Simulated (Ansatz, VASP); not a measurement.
**Two plane-wave programs on Cu**

INCAR

```
PREC = Accurate
ENCUT = 520
EDIFF = 1E-6
ISMEAR = -1
SIGMA = 0.1
LREAL = F
LASPH = T
NELM = 100
ALGO = Normal
ISIF = 2
LWAVE = F
LCHARG = T
LELF = T
LVHAR = T
NBANDS = 12
```

The input KPOINTS:

```
Automatic mesh
0
Gamma
  4 4 4
```

The input POSCAR:

```
Cu
1.0
    0.0000000000      1.7588202533      1.7588202533
    1.7588202533      0.0000000000      1.7588202533
    1.7588202533      1.7588202533      0.0000000000
Cu
1
Direct
    0.0000000000      0.0000000000      0.0000000000
```

Input for Ansatz:

```yaml
crystal:
  lattice:
    - [0.0, 1.7588202533, 1.7588202533]
    - [1.7588202533, 0.0, 1.7588202533]
    - [1.7588202533, 1.7588202533, 0.0]
  atoms:
    - { symbol: Cu, position: [0.0, 0.0, 0.0] }
hamiltonian:
  xc: lda
  pseudopotentials:
    kind: paw
    azcp:
      Cu: "pseudopotentials/Cu.paw.azcp"
basis:
  ecutwfc: 420
  fft_grid_basis: typed
kpoints:
  mp_grid: { grid: [4, 4, 4], shift: [0, 0, 0] }
magnetization:
  spin_polarized: false
scf:
  occupations: { method: fermi_dirac, width: 0.1 }
  lower_state_search: "off"
output:
  stress: true
```

Alike in both runs: task single point; functional LDA; k mesh 4 × 4 × 4; occupations fermi-dirac, width 0.1 eV; no spin polarisation.

|  | VASP | Ansatz |
| --- | --- | --- |
| version | VASP 6.6.1 | Ansatz 0.2.0 |
| potentials or method | VASP PAW LDA potentials, release 64 (Cu), cutoff 520 eV | plane waves (420 eV) with PAW, scalar-relativistic |
| valence electrons in the cell | 11 | 19 |

|  | VASP | Ansatz | Ansatz less VASP |
| --- | --- | --- | --- |
| pressure (GPa) | 3.2 | 2.5 | -0.76 |

Ansatz warns that its potentials were made for another functional, while VASP's fit it. LDA's correlation is that of Perdew and Zunger in VASP and of Perdew and Wang (1992) in Ansatz. VASP's potentials hold 11 valence electrons a cell and Ansatz's 19, so a difference there can come from the potentials and not from the codes.

The k mesh is coarse, so the values compare programs but aren't converged.
